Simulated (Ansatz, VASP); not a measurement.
## Two plane-wave programs on KF

Contents of POSCAR:

```
KF
1.0
    3.1467586664      0.0000000000      0.0000000000
    0.0000000000      3.1467586664      0.0000000000
    0.0000000000      0.0000000000      3.1467586664
K F
1 1
Direct
    0.0000000000      0.0000000000      0.0000000000
    0.5000000000      0.5000000000      0.5000000000
```

The input INCAR.step1:

```
  PREC = Accurate
  ENCUT = 520
  ISMEAR = 0
  SIGMA = 0.01
  LREAL = False
  LASPH = True
  NELM = 100
  NBANDS = 15
  GGA = PE
  ALGO = Normal
  EDIFF = 1E-4
  LWAVE = True
  LCHARG = False
```

The input INCAR.step2:

```
  PREC = Accurate
  ENCUT = 520
  EDIFF = 1E-6
  ISMEAR = 0
  SIGMA = 0.01
  LREAL = False
  LASPH = True
  NELM = 100
  ALGO = Normal
  ISIF = 2
  LWAVE = False
  LCHARG = True
  METAGGA = R2SCAN
  LMIXTAU = True
  LELF = True
  LVHAR = True
  NBANDS = 15
  ISTART = 1
```

Contents of KPOINTS:

```
Automatic mesh
0
Gamma
  6 6 6
```

Input for Ansatz:

```yaml
crystal:
  lattice:
    - [3.1467586664, 0.0, 0.0]
    - [0.0, 3.1467586664, 0.0]
    - [0.0, 0.0, 3.1467586664]
  atoms:
    - { symbol: K, position: [0.0, 0.0, 0.0] }
    - { symbol: F, position: [0.5, 0.5, 0.5] }
kpoints:
  mp_grid: { grid: [6, 6, 6] }
hamiltonian:
  xc: r2scan
scf:
  occupations: { method: fixed }
  n_extra_bands: 4
output:
  forces: true
  stress: true
  eigenvalues: true
```

Alike in both runs: task single point; functional r2SCAN; k mesh 6 × 6 × 6; no spin polarisation.

|  | VASP | Ansatz |
| --- | --- | --- |
| version | VASP 6.6.1 | Ansatz 0.2.0 |
| potentials or method | VASP PAW PBE potentials, release 64 (K_sv, F) | plane waves, PAW |
| plane-wave cutoff (eV) | 520 | 500 |
| occupations | gaussian, width 0.01 eV | fixed |
| valence electrons in the cell | 16 | 16 |

|  | VASP | Ansatz | Ansatz less VASP |
| --- | --- | --- | --- |
| gap on the k mesh at the Fermi level (eV) | 7.98 | 7.98 | -0.004 |
| pressure (GPa) | 1.4 | 1.4 | -0.01 |

VASP's potentials were made for PBE, not for r2SCAN.
